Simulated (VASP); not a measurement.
Input of a VASP 6.6.1 run:

Contents of INCAR:

```
PREC = Accurate
ENCUT = 520
EDIFF = 1E-6
ISMEAR = 0
SIGMA = 0.15
LREAL = False
LASPH = True
NELM = 100
ALGO = Fast
ISIF = 2
LWAVE = False
LCHARG = False
GGA = CA
NBANDS = 28
```

The input KPOINTS:

```
Automatic mesh
0
Gamma
  18 18 6
```

File POSCAR:

```
Pt
1.0
    2.7082945870      0.0000000000      0.0000000000
   -1.3541472935      2.3454519133      0.0000000000
    0.0000000000      0.0000000000      9.3530207388
Pt
4
Direct
    0.6378662546      0.3333333333      0.3750000000
    0.6378662546      0.3333333333      0.8750000000
    0.3621337454      0.6666666667      0.1250000000
    0.3621337454      0.6666666667      0.6250000000
```

Potentials or basis: VASP PAW LDA potentials, release 64 (Pt).

Command:

```bash
$ cat potpaw_LDA.64/Pt/POTCAR > POTCAR
$ mpirun -np 1 vasp_std > vasp.out
```

(1) Estimate the band gap on the k mesh.

(2) What does it give for the pressure?

(3) Predict the largest force.

## Answers

(1) zero (bands 20 and 21 overlap by 1.46 eV).

(2) 1.1 GPa.

(3) 0.085 eV/Å.

Caveat: the cell differs from its parent crystal (atoms displaced along a vibrational mode); spin-orbit coupling is left out, which moves the levels of the heavy elements.
